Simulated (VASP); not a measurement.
A run of VASP 6.6.1 is set up as follows.

INCAR

```
SYSTEM = Hf
PREC = Accurate
ENCUT = 500
EDIFF = 1E-6
ISMEAR = 0
SIGMA = 0.1
LREAL = .False.
LASPH = .True.
NELM = 120
ALGO = Normal
ISIF = 2
LWAVE = .False.
LCHARG = .True.
GGA = PE
IVDW = 12
LELF = .True.
LVHAR = .True.
NBANDS = 11
GGA_COMPAT = .False.
```

Contents of KPOINTS:

```
Automatic mesh
0
Gamma
  16 16 16
  0 0 0
```

File POSCAR:

```
Hf
1.0
    0.0000000000      2.2177631672      2.2177631672
    2.2177631672      0.0000000000      2.2177631672
    2.2177631672      2.2177631672      0.0000000000
Hf
1
Direct
    0.0000000000      0.0000000000      0.0000000000
```

Potentials or basis: VASP PAW PBE potentials, release 64 (Hf_pv).

Command:

```bash
$ cat potpaw_PBE.64/Hf_pv/POTCAR > POTCAR
$ mpirun -np 1 vasp_std > vasp.out
```

(1) Estimate the pressure.

(2) Predict the dispersion energy per atom.

(3) Predict the band gap on the k mesh.

Answers

(1) -0.5 GPa.

(2) -0.462 eV.

(3) zero (band 5 reaches 6.33 eV, above the bottom of band 6 at 4.52 eV).

Caveat: spin-orbit coupling is left out, which moves the levels of the heavy elements; pairwise dispersion overbinds metals, which lowers pressure and volume.
